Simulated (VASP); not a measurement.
Crystal: Si.

```
Si
1.0
     0.00000    1.67000    1.67000
     1.67000    0.00000    1.67000
     1.67000    1.67000    0.00000
Si
1
Direct
  0.00000 0.00000 0.00000
```

| Item | Value |
| --- | --- |
| Program | VASP 6.6.1 |
| Task | relaxation of cell and atoms |
| Functional | LDA |
| Potentials or basis | VASP PAW LDA potentials, release 64 (Si) |
| Cutoff | 600 eV |
| k mesh | 17 × 17 × 17 |
| Occupations | fermi-dirac, width 0.15 eV |
| Spin | no spin polarisation |

At the start: pressure 85.8 GPa; volume 9.31 Å³/atom.

Task: Where does the relaxation end?

Result: Over 5 steps the energy falls by 866.6 meV/atom and the volume is 13.95 Å³/atom (+49.7 %); space group Fm-3m (No. 225, to 0.05 Å).

The path:
| step | energy change (eV) | largest force (eV/Å) | pressure (GPa) | volume (Å³) |
| --- | --- | --- | --- | --- |
| 1 | 0.0000 | 0.0000 | 85.76 | 9.31 |
| 2 | -0.6732 | 0.0000 | -13.34 | 17.78 |
| 3 | -0.8664 | 0.0000 | 0.71 | 13.84 |
| 4 | -0.8666 | 0.0000 | -0.22 | 13.98 |
| 5 | -0.8666 | 0.0000 | 0.00 | 13.95 |

Final structure:
```xyz
1
Lattice="0.0000 1.9106 1.9106 1.9106 0.0000 1.9106 1.9106 1.9106 0.0000" Properties=species:S:1:pos:R:3 pbc="T T T"
Si    0.0000    1.9106    1.9106
```

Caveat: the volume moved by over 15 % at a fixed basis, so the end points are rough; the volume moved by +50 % from the deposited cell, more than functionals usually miss.
